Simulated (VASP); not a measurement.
A run of VASP 6.6.1:

File INCAR:

```
  PREC = Accurate
  ENCUT = 520
  EDIFF = 1E-7
  ISMEAR = 0
  SIGMA = 0.1
  LREAL = F
  LASPH = T
  NELM = 100
  ALGO = Normal
  ISIF = 2
  LWAVE = F
  LCHARG = F
  GGA = PE
  NBANDS = 38
```

The input KPOINTS:

```
regular mesh
0
Gamma
  4 4 4
```

POSCAR

```
Ta3GaC3
1.0
    4.9855749500      0.0000000000      0.0000000000
    0.0000000000      4.9855749500      0.0000000000
    0.0000000000      0.0000000000      4.9855749500
Ta Ga C
3 1 3
Direct
    0.0000000000      0.5000000000      0.5000000000
    0.5000000000      0.0000000000      0.5000000000
    0.5000000000      0.5000000000      0.0000000000
    0.0000000000      0.0000000000      0.0000000000
    0.5000000000      0.0000000000      0.0000000000
    0.0000000000      0.5000000000      0.0000000000
    0.0000000000      0.0000000000      0.5000000000
```

Potentials or basis: VASP PAW PBE potentials, release 64 (Ta_pv, Ga_d, C).

Launch:

```bash
$ cat potpaw_PBE.64/Ta_pv/POTCAR potpaw_PBE.64/Ga_d/POTCAR potpaw_PBE.64/C/POTCAR > POTCAR
$ mpirun -np 1 vasp_std > vasp.out
```

Hardware: 1 thread of AMD EPYC 9R45 96-Core Processor (Zen 5) (shared host).

Question: Estimate the wall time of this run.

Answer: It took 36 s on 1 thread of AMD EPYC 9R45 96-Core Processor (Zen 5), on a shared host, peak memory 0.22 GiB. Counts: scf iterations 16, k points 10.
